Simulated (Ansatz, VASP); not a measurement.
## One calculation of Ge, two programs

INCAR

```
ALGO     = Normal         # electronic algorithm
EDIFF    = 1E-6           # SCF threshold, eV
ENCUT    = 520            # plane-wave cutoff, eV
GGA      = PS             # functional
ISIF     = 2              # what is computed and relaxed
ISMEAR   = -1             # smearing method
LASPH    = T              # aspherical terms in the spheres
LCHARG   = F              # write CHGCAR
LREAL    = F              # projectors in reciprocal space
LWAVE    = F              # write WAVECAR
NBANDS   = 21             # bands
NELM     = 100            # most SCF steps
PREC     = Accurate       # precision mode
SIGMA    = 0.03           # smearing width, eV
```

The input KPOINTS:

```
k-points
0
Gamma
  6 6 4
```

POSCAR

```
Ge
1.0
    1.4880529250     -2.5946896100      0.0000000000
    1.4880529250      2.5946896100      0.0000000000
    0.0000000000      0.0000000000      4.7275957900
Ge
2
Direct
    0.3334466300      0.6665533700      0.2500000000
    0.6665533700      0.3334466300      0.7500000000
```

Contents of input.yaml:

```yaml
crystal:
  lattice:
    - [1.488052925, -2.59468961, 0.0]
    - [1.488052925, 2.59468961, 0.0]
    - [0.0, 0.0, 4.72759579]
  atoms:
    - { symbol: Ge, position: [0.33344663, 0.66655337, 0.25] }
    - { symbol: Ge, position: [0.66655337, 0.33344663, 0.75] }
kpoints:
  mp_grid: { grid: [6, 6, 4] }
scf:
  occupations: { method: fermi_dirac, width: 0.03 }
hamiltonian:
  xc: pbesol
  pseudopotentials: { kind: all_electron, lapw: { basis_error: 0.001 } }
output:
  forces: true
  stress: true
  eigenvalues: true
```

Alike in both runs: task single point; functional PBEsol; k mesh 6 × 6 × 4; occupations fermi-dirac, width 0.03 eV; no spin polarisation.

|  | VASP | Ansatz |
| --- | --- | --- |
| version | VASP 6.6.1 | Ansatz 0.2.0 |
| potentials or method | VASP PAW PBE potentials, release 64 (Ge_d), cutoff 520 eV | all-electron LAPW, scalar-relativistic |

Ansatz gave:

* gap on the k mesh at the Fermi level (eV): none
* pressure (GPa): -0.6
* traceless stress, the component that is largest in VASP (GPa): 4.02

Problem. What did VASP give for the same quantities?

Solution. gap on the k mesh at the Fermi level (eV): none; pressure (GPa): -0.6; traceless stress, the component that is largest in VASP (GPa): 4.01.

VASP's potentials were made for PBE, not for PBEsol. A gap of «none» marks a metal or a gap that the smearing closes. Ansatz ran all-electron here, and VASP with PAW potentials.

The k mesh is coarse, so the values compare programs but aren't converged. Noted on Ansatz's run: the k mesh is thin for a metal, which can move the energy by tens of meV per atom.
